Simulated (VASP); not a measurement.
Crystal: Re.

```
Re
1.0
     2.76080    0.00000    0.00000
    -1.38040    2.39092    0.00000
     0.00000    0.00000    4.45820
Re
2
Direct
  0.66667 0.33333 0.75000
  0.33333 0.66667 0.25000
```

```yaml
Program: VASP 6.6.1
Task: relaxation of cell and atoms
Functional: RPBE
Potentials_or_basis: VASP PAW PBE potentials, release 64 (Re)
Cutoff: 600 eV
k_mesh: 11 × 11 × 6
Occupations: fermi-dirac, width 0.05 eV
Spin: no spin polarisation
```

At the start: pressure 9.5 GPa; volume 14.71 Å³/atom.

**Question.** How do energy, volume and symmetry change on relaxing?

**Answer.** Over 4 steps the energy falls by 10.7 meV/atom and the volume is 15.09 Å³/atom (+2.5 %); space group P6_3/mmc (No. 194, to 0.1 Å) before and after.

Step by step:
| step | energy change (eV) | largest force (eV/Å) | pressure (GPa) | volume (Å³) |
| --- | --- | --- | --- | --- |
| 1 | 0.0000 | 0.0000 | 9.48 | 29.43 |
| 2 | 0.2816 | 0.0000 | -28.30 | 33.29 |
| 3 | -0.0213 | 0.0000 | -0.40 | 30.20 |
| 4 | -0.0214 | 0.0000 | -0.03 | 30.17 |

Final structure:
```
Re
1.0
     2.78356    0.00000    0.00000
    -1.39178    2.41063    0.00000
     0.00000    0.00000    4.49632
Re
2
Cartesian
  1.3918 0.8035 3.3722
  0.0000 1.6071 1.1241
```

Caveat: the PAW data sets were made with another functional, which shifts forces and pressure a little.
